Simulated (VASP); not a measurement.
# FeCo (Wairauite): single point with PBE

FeCo (Wairauite):

```
Fe Co
1.0
     2.75840    0.00000    0.00000
     0.00000    2.75840    0.00000
     0.00000    0.00000    2.75840
Fe Co
1 1
Direct
  0.50000 0.50000 0.50000
  0.00000 0.00000 0.00000
```

* Program: VASP 6.6.1
* Task: single point
* Functional: PBE
* Potentials or basis: VASP PAW PBE potentials, release 64 (Fe, Co)
* Cutoff: 600 eV
* k mesh: 16 × 16 × 16
* Occupations: gaussian, width 0.05 eV
* Spin: no spin polarisation
* Dipole correction: no
* Further INCAR settings: ALGO = Normal; EDIFF = 1e-06; NBANDS = 16

```yaml
Pressure: -0.2 GPa
```

Levels at points of the mesh, in eV from the Fermi level:
```csv
k point,band 6,band 7,band 8,band 9,band 10,band 11
"(0.00, 0.00, 0.00)",-1.80,-0.14,-0.14,0.88,0.88,0.88
"(0.50, 0.00, 0.00)",-1.50,-1.18,-1.18,-0.73,-0.26,0.78
"(0.50, 0.50, 0.00)",-0.16,-0.08,0.35,0.48,0.48,1.16
"(0.50, 0.50, 0.50)",-2.93,-0.12,-0.12,0.39,0.39,9.22
```

Wall time 88 s on 1 thread of Intel Xeon 8259CL, with other jobs on the host, peak memory 0.2 GiB.

Caveat: the run has no spin polarisation, though such a crystal can be magnetic. Spin polarisation is off, so any magnetic state and its effect on volume and gap are missing.
